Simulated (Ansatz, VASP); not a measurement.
One calculation of Re, two programs

Contents of INCAR:

```
SYSTEM = Re
PREC     = Accurate       ! precision mode
ENCUT    = 520            ! plane-wave cutoff, eV
EDIFF    = 1E-7           ! SCF threshold, eV
ISMEAR   = 0              ! smearing method
SIGMA    = 0.1            ! smearing width, eV
LREAL    = .False.        ! projectors in reciprocal space
LASPH    = .True.         ! aspherical terms in the spheres
NELM     = 60             ! most SCF steps
ALGO     = Normal         ! electronic algorithm
ISIF     = 2              ! what is computed and relaxed
LWAVE    = .False.        ! write WAVECAR
LCHARG   = .False.        ! write CHGCAR
GGA      = PS             ! functional
NBANDS   = 10             ! bands
```

KPOINTS

```
regular mesh
0
Gamma
  18 18 18
  0 0 0
```

The input POSCAR:

```
Re
1.0
    0.0000000000      1.9594894081      1.9594894081
    1.9594894081      0.0000000000      1.9594894081
    1.9594894081      1.9594894081      0.0000000000
Re
1
Direct
    0.0000000000      0.0000000000      0.0000000000
```

Input for Ansatz:

```yaml
crystal:
  lattice:
    - [0.0, 1.9594894095, 1.9594894095]
    - [1.9594894095, 0.0, 1.9594894095]
    - [1.9594894095, 1.9594894095, 0.0]
  atoms:
    - { symbol: Re, position: [0.0, 0.0, 0.0] }
basis:
  ecutwfc: 420
kpoints:
  mp_grid: { grid: [18, 18, 18] }
hamiltonian:
  xc: pbesol
scf:
  occupations: { method: gaussian, width: 0.1 }
output:
  forces: true
  stress: true
  eigenvalues: true
```

Alike in both runs: task single point; functional PBEsol; k mesh 18 × 18 × 18; occupations gaussian, width 0.1 eV; no spin polarisation.

|  | VASP | Ansatz |
| --- | --- | --- |
| version | VASP 6.6.1 | Ansatz 0.2.0 |
| potentials or method | VASP PAW PBE potentials, release 64 (Re), cutoff 520 eV | scalar-relativistic, plane waves, PAW |
| valence electrons in the cell | 7 | 15 |

Ansatz gave:

- gap on the k mesh at the Fermi level (eV): none
- pressure (GPa): -10.8

Q: Which values does VASP return?

A: gap on the k mesh at the Fermi level (eV): none; pressure (GPa): -11.1.

VASP's potentials were made for PBE, not for PBEsol. A gap of «none» marks a metal or a gap that the smearing closes. With one functional, cell and mesh, what is left measures potentials, basis and numerics. VASP's potentials hold 7 valence electrons a cell and Ansatz's 15, so a difference there can come from the potentials and not from the codes.

Neither program's run includes spin-orbit coupling.
